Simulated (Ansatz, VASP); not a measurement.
**One calculation of Hg, two programs**

```
Hg
1.0
     2.04601    1.18127    2.00349
    -2.04601    1.18127    2.00349
     0.00000   -2.36253    2.00349
Hg
1
Direct
  0.00000 0.00000 0.00000
```

Alike in both runs: functional PBE; k mesh 14 × 14 × 14; occupations gaussian, width 0.05 eV; no spin polarisation.

Ansatz relaxed the structure, and its values are those at the end. VASP's run is a single point on that final structure, the one shown.

|  | VASP | Ansatz |
| --- | --- | --- |
| version | VASP 6.6.1 | Ansatz 0.2.0 |
| potentials or method | VASP PAW PBE potentials, release 64 (Hg), cutoff 520 eV | scalar-relativistic, plane waves, PAW |
| valence electrons in the cell | 12 | 20 |

VASP gave:

| Property | Result |
| --- | --- |
| gap on the k mesh at the Fermi level (eV) | none |
| pressure (GPa) | 0.1 |

Task: Which values does Ansatz return?

Result: gap on the k mesh at the Fermi level (eV): none; pressure (GPa): 0.0.

A gap of «none» marks a metal or a gap that the smearing closes. VASP's potentials hold 12 valence electrons a cell and Ansatz's 20, so a difference there can come from the potentials and not from the codes.

Neither program's run includes spin-orbit coupling.
